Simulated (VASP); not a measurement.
Runs of VASP 6.6.1 on C3N. The structure is that of space group Fm-3m (No. 225), or close to it. The cells are those of the table. 

```tsv
task	cell	k mesh	cutoff (eV)	gap on the mesh (eV)	pressure (GPa)	relaxed volume (Å³/atom)
single point	a = 3.380 Å, angles 60.0°, 4 atoms	16 × 16 × 16	520	none	0.0	-
relaxation of cell and atoms	relaxed from a = 3.388 Å, angles 60.0°, 4 atoms	16 × 16 × 16	600	-	0.1	6.80
relaxation of cell and atoms	relaxed from a = 4.137 Å, angles 60.0°, 4 atoms	6 × 6 × 6	600	-	-0.3	(a)
single point	a = 3.388 Å, angles 60.0°, 4 atoms	6 × 6 × 6	520	none	0.0	-
```

Alike in all rows: level PBE; potentials or basis VASP PAW PBE potentials, release 64 (C, N); no spin polarisation; smearing gaussian 0.1 eV.

Task: Estimate the missing entries.

Result: (a) 6.89.

Caveats: some runs use coarse meshes; the bands computed are all filled at some k points, so no gap is given (some runs); the volume moved by over 15 % at a fixed basis, so the end points are rough (some runs).

A gap of «none» marks levels without a gap at the run's occupations.
